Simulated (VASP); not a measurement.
# BaS (P6_3/mmc) in VASP: notebook, part 2 of 2

VASP 6.6.1. Earlier steps stand in the parts before.

## 5. Single point, PBEsol (32.49 Å³/atom)

This run uses another cell than the first one, of 32.49 Å³/atom.

Contents of INCAR:

```
SYSTEM = BaS
  ALGO = Normal
  EDIFF = 1E-7
  ENCUT = 520
  GGA = PS
  ISIF = 2
  ISMEAR = 0
  LASPH = .True.
  LCHARG = .False.
  LREAL = .False.
  LWAVE = .False.
  NBANDS = 24
  NELM = 80
  PREC = Accurate
  SIGMA = 0.05
```

Contents of KPOINTS:

```
k-points
0
Gamma
  8 8 6
  0 0 0
```

Contents of POSCAR:

```
BaS
1.0
    4.4047939167      0.0000000000      0.0000000000
   -2.2023969584      3.8146634303      0.0000000000
    0.0000000000      0.0000000000      7.7345289290
Ba S
2 2
Direct
    0.0000000000      0.0000000000      0.0000000000
    0.0000000000      0.0000000000      0.5000000000
    0.3333333333      0.6666666667      0.2500000000
    0.6666666667      0.3333333333      0.7500000000
```

Potentials or basis: VASP PAW PBE potentials, release 64 (Ba_sv, S).

Run with:

```console
$ cat potpaw_PBE.64/Ba_sv/POTCAR potpaw_PBE.64/S/POTCAR > POTCAR
$ mpirun -np 1 vasp_std > vasp.out
```

OUTCAR:

```text
SYSTEM = BaS
   EDIFF = 1E-7
   ENCUT = 520
   GGA = PS
   ISIF = 2
   ISMEAR = 0
   LASPH = .True.
   LREAL = .False.
   NELM = 80
   PREC = Accurate

 ion  position               nearest neighbor table
   1  0.000  0.000  0.000-   3 3.19   4 3.19   4 3.19   3 3.19   4 3.19   3 3.19   2 3.87   2 3.87

   2  0.000  0.000  0.500-   3 3.19   4 3.19   4 3.19   3 3.19   4 3.19   3 3.19   1 3.87   1 3.87

   3  0.333  0.667  0.250-   1 3.19   2 3.19   1 3.19   2 3.19   1 3.19   2 3.19
   4  0.667  0.333  0.750-   1 3.19   2 3.19   1 3.19   2 3.19   1 3.19   2 3.19

  LATTYP: Found a hexagonal cell.
 ALAT       =     4.4047939167
 C/A-ratio  =     1.7559343468

  Lattice vectors:

 A1 = (   4.4047939167,   0.0000000000,   0.0000000000)
 A2 = (  -2.2023969584,   3.8146634303,   0.0000000000)
 A3 = (   0.0000000000,   0.0000000000,   7.7345289290)

Analysis of symmetry for initial positions (statically):
=====================================================================
 Subroutine PRICEL returns:
 Original cell was already a primitive cell.

 Routine SETGRP: Setting up the symmetry group for a
 hexagonal supercell.

 Subroutine GETGRP returns: Found 24 space group operations
 (whereof 12 operations were pure point group operations)
 out of a pool of 24 trial point group operations.

The static configuration has the point symmetry D_3d.
 The point group associated with its full space group is D_6h.

Analysis of symmetry for dynamics (positions and initial velocities):
=====================================================================
 Subroutine PRICEL returns:
 Original cell was already a primitive cell.

 Routine SETGRP: Setting up the symmetry group for a
 hexagonal supercell.

 Subroutine GETGRP returns: Found 24 space group operations
 (whereof 12 operations were pure point group operations)
 out of a pool of 24 trial point group operations.

[... 118 lines left out ...]
   EMIN   =  10.00;   EMAX   =-10.00  energy-range for DOS
   EFERMI =   0.00;   METHOD = LEGACY
   ISMEAR =     0;   SIGMA  =   0.05  broadening in eV -4-tet -1-fermi 0-gaus
   EFERMI_NEDOS =   21; number of points for ismear=-14 and -15
   IALGO  =     38    algorithm
   IMIX   =      4    mixing-type and parameters
     AMIX     =   0.40;   BMIX     =  1.00
     AMIX_MAG =   1.60;   BMIX_MAG =  1.00
  volume/ion in A,a.u.               =      32.49       219.26
  Fermi-wavevector in a.u.,A,eV,Ry     =   1.026092  1.939033 14.325092  1.052865
  Thomas-Fermi vector in A             =   2.159967
   LORBIT       =      0    0 simple, 1 ext, 2 COOP (PROOUT), +10 PAW based schemes
   GGA     = PS    functional components
   LHFCALC =     F    Hartree Fock is set to
   AEXX    =    0.0000 exact exchange contribution
   IVDW    =     0    specifies the selected vdW correction
   LEPSILON=     F    determine dielectric tensor
   LRPA    =     F    only Hartree local field effects (RPA)
 non-spin polarized calculation
 Gauss-broadening in eV      SIGMA  =   0.05
  energy-cutoff  :      520.00
  volume of cell :      129.96
 maximum number of plane-waves:      3516
 NGX is ok and might be reduce to    36
   NGX = 17   NGY = 17   NGZ = 29

 number of electron      32.0000000 magnetization

 Free energy of the ion-electron system (eV)
  ---------------------------------------------------
  ext. energy  EPLUGINS =         0.00000000
  ---------------------------------------------------
  free energy    TOTEN  =       -21.02101837 eV

  energy without entropy =      -21.02101837  energy(sigma->0) =      -21.02101837

 E-fermi :   1.6660     XC(G=0):  -8.8196

 val. band max:        1.4612662918   @ k =   0.0000   0.0000   0.0000
 cond. band min:       3.6336185642   @ k =   0.5000   0.0000   0.0000
 fundamental gap:      2.1723522725
 Fermi energy:         1.6660017030

 k-point     1 :       0.0000    0.0000    0.0000
  band No.  band energies     occupation
      1     -24.8570      2.00000
      2     -24.7706      2.00000
      3     -11.2196      2.00000
      4      -9.8995      2.00000
      5      -9.8995      2.00000
      6      -9.7744      2.00000
[... 637 lines left out ...]
     23       7.6473      0.00000
     24       7.9517      0.00000

 [... further k-points ...]
[... 5 lines left out ...]
  --------------------------------------------------------------------------------------
  -------------------------------------------------------------------------------------
  Total       -0.1316938     -0.1316938     -0.0582134      0.0000000      0.0000000      0.0000000
  in kB       -1.6235293     -1.6235293     -0.7176580      0.0000000      0.0000000      0.0000000
  external PRESSURE =      -1.3215722 kB  Pullay stress =       0.0000000 kB

 VOLUME and BASIS-vectors are now :
 -----------------------------------------------------------------------------
  energy-cutoff  :      520.00
  volume of cell :      129.96
      direct lattice vectors                 reciprocal lattice vectors
     4.404793917  0.000000000  0.000000000     0.227025377  0.131073163  0.000000000
    -2.202396958  3.814663430  0.000000000     0.000000000  0.262146325  0.000000000
     0.000000000  0.000000000  7.734528929     0.000000000  0.000000000  0.129290356

 POSITION                                       TOTAL-FORCE (eV/Angst)
 -----------------------------------------------------------------------------------
      0.00000      0.00000      0.00000        -0.000000     -0.000000      0.000000
      0.00000      0.00000      3.86726        -0.000000     -0.000000      0.000000
     -0.00000      2.54311      1.93363        -0.000000     -0.000000     -0.000000
      2.20240      1.27155      5.80090         0.000000      0.000000      0.000000
 -----------------------------------------------------------------------------------
    total drift:                               -0.000000      0.000000     -0.000000

  FREE ENERGIE OF THE ION-ELECTRON SYSTEM (eV)
  ---------------------------------------------------
  free  energy   TOTEN  =       -21.0210183690 eV

  energy  without entropy=      -21.0210183690  energy(sigma->0) =      -21.02101837
```

Wall time 56 s (1 thread of Intel Xeon 6975P-C (Granite Rapids), shared host); peak memory 0.32 GiB.

What came out:

```yaml
Free_energy: -21.0210 eV
Pressure: -0.1 GPa
Band_gap_on_the_k_mesh: 2.17 eV (least direct gap 2.18 eV)
```

Stress tensor (GPa, compression positive):
```
-0.16  0.00  0.00
 0.00 -0.16  0.00
 0.00  0.00 -0.07
```

Caveat: the PAW data sets were made with another functional, which shifts forces and pressure a little; spin-orbit coupling is left out, which moves the levels of the heavy elements. A k mesh can miss the band edges.

## 6. Single point, PBEsol (33.13 Å³/atom)

This run uses another cell than the first one, of 33.13 Å³/atom.

Contents of INCAR:

```
PREC = Accurate
ENCUT = 520
EDIFF = 1E-6
ISMEAR = 0
SIGMA = 0.05
LREAL = False
LASPH = True
NELM = 80
ALGO = Normal
ISIF = 2
LWAVE = False
LCHARG = False
GGA = PS
NBANDS = 24
```

Contents of KPOINTS:

```
Automatic mesh
0
Gamma
  8 8 6
```

Contents of POSCAR:

```
BaS
1.0
    4.4389338046      0.0000000000      0.0000000000
   -2.2194669023      3.8442294405      0.0000000000
    0.0000000000      0.0000000000      7.7653473506
Ba S
2 2
Direct
    0.0000000000      0.0000000000      0.0000000000
    0.0000000000      0.0000000000      0.5000000000
    0.3333333333      0.6666666667      0.2500000000
    0.6666666667      0.3333333333      0.7500000000
```

Potentials or basis: VASP PAW PBE potentials, release 64 (Ba_sv, S).

Run with:

```console
$ cat potpaw_PBE.64/Ba_sv/POTCAR potpaw_PBE.64/S/POTCAR > POTCAR
$ mpirun -np 1 vasp_std > vasp.out
```

It took 44 s on 1 thread of Intel Xeon 6975P-C (Granite Rapids), shared host; peak memory 0.32 GiB.

The run converged. Its results:

```yaml
Free_energy: -21.0124 eV
Pressure: -0.9 GPa
Band_gap_on_the_k_mesh: 2.20 eV (least direct gap 2.21 eV)
```

Stress tensor (GPa, compression positive):
```
-1.01  0.00  0.00
 0.00 -1.01  0.00
 0.00  0.00 -0.78
```

Levels at points of the mesh, in eV from the valence-band top:
| k point | band 12 | band 13 | band 14 | band 15 | band 16 | band 17 | band 18 | band 19 | band 20 | band 21 |
| --- | --- | --- | --- | --- | --- | --- | --- | --- | --- | --- |
| (0.00, 0.00, 0.00) | -0.99 | -0.99 | -0.15 | 0.00 | 0.00 | 2.21 | 3.37 | 3.97 | 3.97 | 4.12 |
| (0.50, 0.00, 0.00) | -1.41 | -1.11 | -0.61 | -0.36 | -0.15 | 2.20 | 3.85 | 5.33 | 5.68 | 5.96 |
| (0.00, 0.00, 0.50) | -1.26 | -0.56 | -0.56 | -0.56 | -0.56 | 3.85 | 3.85 | 4.63 | 4.63 | 4.63 |
| (0.50, 0.00, 0.50) | -1.38 | -0.84 | -0.84 | -0.66 | -0.66 | 3.23 | 3.23 | 5.61 | 5.61 | 6.33 |

Caveat: the PAW data sets were made with another functional, which shifts forces and pressure a little; spin-orbit coupling is left out, which moves the levels of the heavy elements. A k mesh can miss the band edges.

## 7. Summary

| cell | gap on the mesh (eV) | pressure (GPa) |
| --- | --- | --- |
| a = 4.310, b = 4.310, c = 7.602 Å, angles 90.0, 90.0, 120.0°, 4 atoms | 2.09 | 2.9 |
| a = 4.346, b = 4.346, c = 7.632 Å, angles 90.0, 90.0, 120.0°, 4 atoms | 2.12 | 1.8 |
| a = 4.376, b = 4.376, c = 7.530 Å, angles 90.0, 90.0, 120.0°, 4 atoms | 2.14 | 1.8 |
| a = 4.405, b = 4.405, c = 7.735 Å, angles 90.0, 90.0, 120.0°, 4 atoms | 2.17 | -0.1 |
| a = 4.439, b = 4.439, c = 7.765 Å, angles 90.0, 90.0, 120.0°, 4 atoms | 2.20 | -0.9 |

Alike in all rows: task single point; level PBEsol; potentials or basis VASP PAW PBE potentials, release 64 (Ba_sv, S); no spin polarisation; k mesh 8 × 8 × 6; cutoff (eV) 520; smearing gaussian 0.05 eV.

Caveats: the PAW data sets were made with another functional, which shifts forces and pressure a little; spin-orbit coupling is left out, which moves the levels of the heavy elements.

Absolute energies hang on the potentials; compare differences alone.
